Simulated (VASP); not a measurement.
# ReB (P4/mmm) in VASP: further runs

Runs on ReB. Level: PBE. Tasks: single point, relaxation of cell and atoms.

Program: VASP 6.6.1. These are calculated values, not measurements. Logs are shortened: lines on timing, memory, paths and dates and some standing lists are left out, and cuts for length are marked.

### 1 The cell of the first run

It takes space group P4/mmm (No. 123, tetragonal). Conventional cell: a = 2.535 Å, b = 2.535 Å, c = 4.302 Å, α = 90.00°, β = 90.00°, γ = 90.00°. Re (site symmetry 4/mmm) has 2 B at 2.15 Å and 4 Re at 2.53 Å within 2.8 Å. B (site symmetry 4/mmm) has 2 Re at 2.15 Å and 4 B at 2.53 Å within 2.8 Å.

### 2 Single point, PBE

INCAR reads:

```
PREC = Accurate
ENCUT = 520
EDIFF = 1E-6
ISMEAR = 0
SIGMA = 0.1
LREAL = F
LASPH = T
NELM = 100
ALGO = Normal
ISIF = 2
LWAVE = F
LCHARG = T
GGA = PE
LELF = T
LVHAR = T
NBANDS = 12
```

KPOINTS reads:

```
Automatic mesh
0
Gamma
  22 22 14
```

POSCAR reads:

```
ReB
1.0
    2.5348849492      0.0000000000      0.0000000000
    0.0000000000      2.5348849492      0.0000000000
    0.0000000000      0.0000000000      4.3017244540
Re B
1 1
Direct
    0.0000000000      0.0000000000      0.5000000000
    0.0000000000      0.0000000000      0.0000000000
```

Potentials or basis: VASP PAW PBE potentials, release 64 (Re, B).

Started as:

```
cat potpaw_PBE.64/Re/POTCAR potpaw_PBE.64/B/POTCAR > POTCAR
mpirun -np 1 vasp_std > vasp.out
```

OUTCAR:

```text
PREC = Accurate
   ENCUT = 520
   EDIFF = 1E-6
   ISMEAR = 0
   LREAL = F
   LASPH = T
   NELM = 100
   ISIF = 2
   GGA = PE

 ion  position               nearest neighbor table
   1  0.000  0.000  0.500-   2 2.15   2 2.15
   2  0.000  0.000  0.000-   1 2.15   1 2.15

  LATTYP: Found a simple tetragonal cell.
 ALAT       =     2.5348849492
 C/A-ratio  =     1.6970097421

  Lattice vectors:

 A1 = (   2.5348849492,   0.0000000000,   0.0000000000)
 A2 = (   0.0000000000,   2.5348849492,   0.0000000000)
 A3 = (   0.0000000000,   0.0000000000,   4.3017244540)

Analysis of symmetry for initial positions (statically):
=====================================================================
 Subroutine PRICEL returns:
 Original cell was already a primitive cell.

 Routine SETGRP: Setting up the symmetry group for a
 simple tetragonal supercell.

 Subroutine GETGRP returns: Found 16 space group operations
 (whereof 16 operations were pure point group operations)
 out of a pool of 16 trial point group operations.

The static configuration has the point symmetry D_4h.

Analysis of symmetry for dynamics (positions and initial velocities):
=====================================================================
 Subroutine PRICEL returns:
 Original cell was already a primitive cell.

 Routine SETGRP: Setting up the symmetry group for a
 simple tetragonal supercell.

 Subroutine GETGRP returns: Found 16 space group operations
 (whereof 16 operations were pure point group operations)
 out of a pool of 16 trial point group operations.

The dynamic configuration has the point symmetry D_4h.

 Subroutine INISYM returns: Found 16 space group operations
 (whereof 16 operations are pure point group operations),
 and found     1 'primitive' translations

----------------------------------------------------------------------------------------

                                     Primitive cell

  volume of cell :      27.6413

  direct lattice vectors                    reciprocal lattice vectors
     2.534884949  0.000000000  0.000000000     0.394495222  0.000000000  0.000000000
     0.000000000  2.534884949  0.000000000     0.000000000  0.394495222  0.000000000
     0.000000000  0.000000000  4.301724454     0.000000000  0.000000000  0.232464913

  length of vectors
     2.534884949  2.534884949  4.301724454     0.394495222  0.394495222  0.232464913

  position of ions in fractional coordinates (direct lattice)
     0.000000000  0.000000000  0.500000000
     0.000000000  0.000000000  0.000000000

  ion indices of the primitive-cell ions
   primitive index   ion index
                 1           1
                 2           2

----------------------------------------------------------------------------------------

 KPOINTS: Automatic mesh

Automatic generation of k-mesh.
 Grid dimensions read from file:
 generate k-points for:   22   22   14

 Generating k-lattice:

  Cartesian coordinates                     Fractional coordinates (reciprocal lattice)
     0.017931601  0.000000000  0.000000000     0.045454545  0.000000000  0.000000000
     0.000000000  0.017931601  0.000000000     0.000000000  0.045454545  0.000000000
     0.000000000  0.000000000  0.016604637     0.000000000  0.000000000  0.071428571

  Length of vectors
     0.017931601  0.017931601  0.016604637

  Shift w.r.t. Gamma in fractional coordinates (k-lattice)
     0.000000000  0.000000000  0.000000000

 Subroutine IBZKPT returns following result:
 ===========================================

 Found    624 irreducible k-points:

 Following reciprocal coordinates:
            Coordinates               Weight
  0.000000  0.000000  0.000000      1.000000
  0.045455  0.000000  0.000000      4.000000
  0.090909  0.000000  0.000000      4.000000
  0.136364  0.000000  0.000000      4.000000
  0.181818  0.000000  0.000000      4.000000
  0.227273  0.000000  0.000000      4.000000
[... 16 lines left out ...]
  0.500000  0.045455  0.000000      4.000000
  0.090909  0.090909  0.000000      4.000000
 [... further k-points ...]
   k-points           NKPTS =    624   k-points in BZ     NKDIM =    624   number of bands    NBANDS=     12
   number of dos      NEDOS =    301   number of ions     NIONS =      2
   total plane-waves  NPLWV =  12800
   dimension x,y,z NGX =    20 NGY =   20 NGZ =   32
   dimension x,y,z NGXF=    40 NGYF=   40 NGZF=   64
   ions per type =               1   1
   NGX,Y,Z   is equivalent  to a cutoff of  13.12, 13.12, 12.37 a.u.
   NGXF,Y,Z  is equivalent  to a cutoff of  26.23, 26.23, 24.73 a.u.
 SYSTEM =  unknown system
   PREC   = accura    normal or accurate (medium, high low for compatibility)
   ISTART =      0    job   : 0-new  1-cont  2-samecut
   ICHARG =      2    charge: 1-file 2-atom 10-const
   ISPIN  =      1    spin polarized calculation?
   LNONCOLLINEAR =      F non collinear calculations
   LSORBIT =      F    spin-orbit coupling
   LASPH  =      T    aspherical Exc in radial PAW
   ENCUT  =  520.0 eV  38.22 Ry    6.18 a.u.   4.71  4.71  8.00*2*pi/ulx,y,z
   NELM   =    100;   NELMIN=  2; NELMDL= -5     # of ELM steps
   EDIFF  = 0.1E-05   stopping-criterion for ELM
   LREAL  =      F    real-space projection
   EDIFFG = 0.1E-04   stopping-criterion for IOM
   NSW    =      0    number of steps for IOM
   IBRION =     -1    ionic relax: 0-MD 1-quasi-New 2-CG
   NFREE  =      0    steps in history (QN), initial steepest desc. (CG)
   ISIF   =      2    stress and relaxation
   ISYM   =      2    0-nonsym 1-usesym 2-fastsym
   POTIM  = 0.5000    time-step for ionic-motion
   TEBEG  =    0.0;   TEEND  =   0.0 temperature during run
   PSTRESS=    0.0 pullay stress
   NELECT =      10.0000    total number of electrons
   NUPDOWN=      -1.0000    fix difference up-down
   EMIN   =  10.00;   EMAX   =-10.00  energy-range for DOS
   EFERMI =   0.00;   METHOD = LEGACY
   ISMEAR =     0;   SIGMA  =   0.10  broadening in eV -4-tet -1-fermi 0-gaus
   EFERMI_NEDOS =   21; number of points for ismear=-14 and -15
   IALGO  =     38    algorithm
   IMIX   =      4    mixing-type and parameters
     AMIX     =   0.40;   BMIX     =  1.00
     AMIX_MAG =   1.60;   BMIX_MAG =  1.00
  volume/ion in A,a.u.               =      13.82        93.27
  Fermi-wavevector in a.u.,A,eV,Ry     =   1.166510  2.204384 18.514068  1.360746
  Thomas-Fermi vector in A             =   2.303022
   LORBIT       =      0    0 simple, 1 ext, 2 COOP (PROOUT), +10 PAW based schemes
   GGA     = PE    functional components
   LHFCALC =     F    Hartree Fock is set to
   AEXX    =    0.0000 exact exchange contribution
   IVDW    =     0    specifies the selected vdW correction
   LEPSILON=     F    determine dielectric tensor
   LRPA    =     F    only Hartree local field effects (RPA)
 non-spin polarized calculation
 Gauss-broadening in eV      SIGMA  =   0.10
  energy-cutoff  :      520.00
  volume of cell :       27.64
 maximum number of plane-waves:       764
 NGX is ok and might be reduce to    20
   NGX =  9   NGY =  9   NGZ = 15

 number of electron      10.0000000 magnetization

 number of electron       9.9999998 magnetization

 Free energy of the ion-electron system (eV)
  ---------------------------------------------------
  ext. energy  EPLUGINS =         0.00000000
  ---------------------------------------------------
  free energy    TOTEN  =       -16.12621977 eV

  energy without entropy =      -16.11908468  energy(sigma->0) =      -16.12265223

 E-fermi :   5.3519     XC(G=0): -11.8400

 val. band max:        5.3490450227   @ k =   0.3636   0.3182   0.2857
 cond. band min:       5.3524290073   @ k =   0.5000   0.5000   0.3571
 fundamental gap:      0.0033839846
 Fermi energy:         5.3519206416

 k-point     1 :       0.0000    0.0000    0.0000
  band No.  band energies     occupation
      1      -5.3878      2.00000
      2      -0.9734      2.00000
      3       0.2015      2.00000
      4       3.1922      2.00000
      5       7.0415      0.00000
      6       7.0415      0.00000
      7       9.3078      0.00000
      8       9.8572      0.00000
      9      11.5313      0.00000
     10      11.5313      0.00000
     11      16.7519      0.00000
     12      21.5689      0.00000

 k-point     2 :       0.0455    0.0000    0.0000
  band No.  band energies     occupation
      1      -5.3413      2.00000
      2      -0.9020      2.00000
      3       0.2669      2.00000
      4       3.1770      2.00000
      5       6.9605      0.00000
      6       7.0534      0.00000
      7       9.2012      0.00000
      8       9.7846      0.00000
      9      11.4057      0.00000
     10      11.5626      0.00000
     11      16.8543      0.00000
     12      21.7608      0.00000

 k-point     3 :       0.0909    0.0000    0.0000
  band No.  band energies     occupation
      1      -5.2039      2.00000
      2      -0.7119      2.00000
      3       0.4813      2.00000
      4       3.1251      2.00000
      5       6.7481      0.00000
      6       7.0886      0.00000
      7       8.9050      0.00000
      8       9.5079      0.00000
      9      11.1495      0.00000
     10      11.6493      0.00000
     11      17.1362      0.00000
     12      22.0657      0.00000
[... 286 lines left out ...]
 k-point    23 :       0.5000    0.0455    0.0000
  band No.  band energies     occupation
      1      -1.8443      2.00000
      2       1.0253      2.00000
      3       1.3095      2.00000
      4       1.5678      2.00000
      5       5.3760      0.73350
      6       6.0822      0.00000
      7       7.6567      0.00000
      8       9.8902      0.00000
      9      10.6778      0.00000
     10      12.8667      0.00000
     11      16.9957      0.00000
     12      19.7883      0.00000

 k-point    24 :       0.0909    0.0909    0.0000
  band No.  band energies     occupation
      1      -5.0222      2.00000
      2      -0.3967      2.00000
      3       0.7069      2.00000
      4       3.0786      2.00000
      5       6.5729      0.00000
      6       7.0034      0.00000
      7       8.4749      0.00000
      8       9.3931      0.00000
      9      10.5838      0.00000
     10      11.7661      0.00000
     11      17.5187      0.00000
     12      22.3443      0.00000

 [... further k-points ...]

------------------------ aborting loop because EDIFF is reached ----------------------------------------

  FORCE on cell =-STRESS in cart. coord.  units (eV):
  Direction    XX          YY          ZZ          XY          YZ          ZX
  --------------------------------------------------------------------------------------
  -------------------------------------------------------------------------------------
  Total       -0.1524938     -0.1524938      0.1435240      0.0000000     -0.0000000     -0.0000000
  in kB       -8.8390125     -8.8390125      8.3190929      0.0000000     -0.0000000     -0.0000000
  external PRESSURE =      -3.1196440 kB  Pullay stress =       0.0000000 kB

 VOLUME and BASIS-vectors are now :
 -----------------------------------------------------------------------------
  energy-cutoff  :      520.00
  volume of cell :       27.64
      direct lattice vectors                 reciprocal lattice vectors
     2.534884949  0.000000000  0.000000000     0.394495222  0.000000000  0.000000000
     0.000000000  2.534884949  0.000000000     0.000000000  0.394495222  0.000000000
     0.000000000  0.000000000  4.301724454     0.000000000  0.000000000  0.232464913

 POSITION                                       TOTAL-FORCE (eV/Angst)
 -----------------------------------------------------------------------------------
      0.00000      0.00000      2.15086         0.000000      0.000000      0.000000
      0.00000      0.00000      0.00000         0.000000      0.000000      0.000000
 -----------------------------------------------------------------------------------
    total drift:                               -0.000000      0.000000      0.000000

  FREE ENERGIE OF THE ION-ELECTRON SYSTEM (eV)
  ---------------------------------------------------
  free  energy   TOTEN  =       -16.1262197715 eV

  energy  without entropy=      -16.1190846819  energy(sigma->0) =      -16.12265223
```

Run time: 63 s. Hardware: 1 thread of Intel Xeon 6975P-C (Granite Rapids), shared host; peak memory 0.33 GiB.

What came out:

| Quantity | Value |
| --- | --- |
| Free energy | -16.1262 eV |
| Pressure | -0.3 GPa |
| Band gap on the k mesh | zero (bands 5 and 6 overlap by 2.76 eV) |

Stress tensor (GPa, compression positive):
```
-0.88  0.00  0.00
 0.00 -0.88  0.00
 0.00  0.00  0.83
```

Caveat: spin-orbit coupling is left out, which moves the levels of the heavy elements.

(Continued in part 2 of 2.)

The gap in the log of VASP goes by the Fermi energy; the results here count the filled bands.